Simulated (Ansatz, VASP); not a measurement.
# Two plane-wave programs on HClF2

```
H Cl F
1.0
     3.99475    0.00000    0.00000
     0.00000    3.99475    0.00000
     0.00000    0.00000    4.58086
H Cl F
1 1 2
Direct
  0.50000 0.50000 0.40819
  0.00000 0.00000 0.59564
  0.50000 0.00000 0.53670
  0.00000 0.50000 0.53670
```

Alike in both runs: task single point; functional PBE; dispersion D3(BJ); k mesh 4 × 4 × 4; occupations gaussian, width 0.1 eV; collinear spin.

|  | VASP | Ansatz |
| --- | --- | --- |
| version | VASP 6.6.1 | Ansatz 0.2.0 |
| potentials or method | VASP PAW PBE potentials, release 64 (H, Cl, F), cutoff 520 eV | scalar-relativistic, plane waves, PAW |
| valence electrons in the cell | 22 | 22 |

VASP gave:

| Property | Result |
| --- | --- |
| gap on the k mesh at the Fermi level (eV) | none |
| pressure (GPa) | 4.4 |
| traceless stress, the component that is largest in VASP (GPa) | -5.37 |
| rms of the force components (eV/Å) | 0.109 |
| net moment per atom (μB) | 0.25 |
| size of the moment on the site where the two differ most (μB) | 0.29 |

What did Ansatz give for the same quantities?

gap on the k mesh at the Fermi level (eV): none; pressure (GPa): 4.6; traceless stress, the component that is largest in VASP (GPa): -5.36; rms of the force components (eV/Å): 0.109; net moment per atom (μB): 0.25; size of the moment on the site where the two differ most (μB): 0.51.

Site moments also hang on the region over which each program counts them. Atom by atom the forces differ by 0.002 eV/Å (rms over components). A gap of «none» marks a metal or a gap that the smearing closes.

The k mesh is coarse, so the values compare programs but aren't converged.
